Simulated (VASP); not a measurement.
Set up this calculation in VASP 6.6.1, as the native input.

```
Task                               : single point
Functional                         : r2SCANh
Potentials or basis                : VASP PAW PBE potentials, release 64 (Bi_d)
Cutoff                             : 520 eV
k mesh                             : 5 × 5 × 5
Occupations                        : fermi-dirac, width 0.05 eV
Spin                               : no spin polarisation
Dipole correction                  : no
Grid for exact exchange (PRECFOCK) : Normal
Further INCAR settings             : ALGO = Normal; EDIFF = 1e-07; NBANDS = 14
Share of exact exchange            : 0.1
```

The system is Bi.

```
Bi
1.0
    -1.98143    1.98143    1.98143
     1.98143   -1.98143    1.98143
     1.98143    1.98143   -1.98143
Bi
1
Direct
  0.00000 0.00000 0.00000
```

This isn't the form of Bi at room conditions, which is rhombohedral.

The input as run:

POSCAR

```
Bi
1.0
   -1.9814305318      1.9814305318      1.9814305318
    1.9814305318     -1.9814305318      1.9814305318
    1.9814305318      1.9814305318     -1.9814305318
Bi
1
Direct
    0.0000000000      0.0000000000      0.0000000000
```

INCAR.step1

```
ALGO = Normal ; EDIFF = 1E-5
ENCUT = 520 ; GGA = PE
ISIF = 2 ; ISMEAR = -1
LASPH = T ; LCHARG = F
LREAL = F ; LWAVE = T
NBANDS = 14 ; NELM = 60
PREC = Accurate ; SIGMA = 0.05
```

INCAR.step2

```
AEXX = 0.1 ; ALGO = Normal
EDIFF = 1E-7 ; ENCUT = 520
ISIF = 2 ; ISMEAR = -1
ISTART = 1 ; LASPH = T
LCHARG = F ; LHFCALC = T
LMIXTAU = T ; LREAL = F
LWAVE = F ; METAGGA = R2SCAN
NBANDS = 14 ; NELM = 60
PREC = Accurate ; PRECFOCK = Normal
SIGMA = 0.05
```

KPOINTS

```
k-points
0
Gamma
  5 5 5
```

Potentials or basis: VASP PAW PBE potentials, release 64 (Bi_d).

Command:

```sh
$ cat potpaw_PBE.64/Bi_d/POTCAR > POTCAR
$ cp INCAR.step1 INCAR
$ mpirun -np 1 vasp_std > vasp.out
$ cp INCAR.step2 INCAR
$ mpirun -np 1 vasp_std > vasp.out
```

It gave:

The pressure is -1.5 GPa. The band gap on the k mesh is zero (an odd number of electrons rules out a gap without spin polarisation).

Caveat: the k points lie up to 0.45 Å⁻¹ apart, too coarse for converged energies and pressures of a metal; the PAW data sets were made with another functional, which shifts forces and pressure a little; spin-orbit coupling is left out, which moves the levels of the heavy elements.

Run time: 11 min on 1 thread of Intel(R) Xeon(R) Platinum 8375C CPU @ 2.90GHz (Ice Lake), with other jobs on the host, peak memory 0.17 GiB.
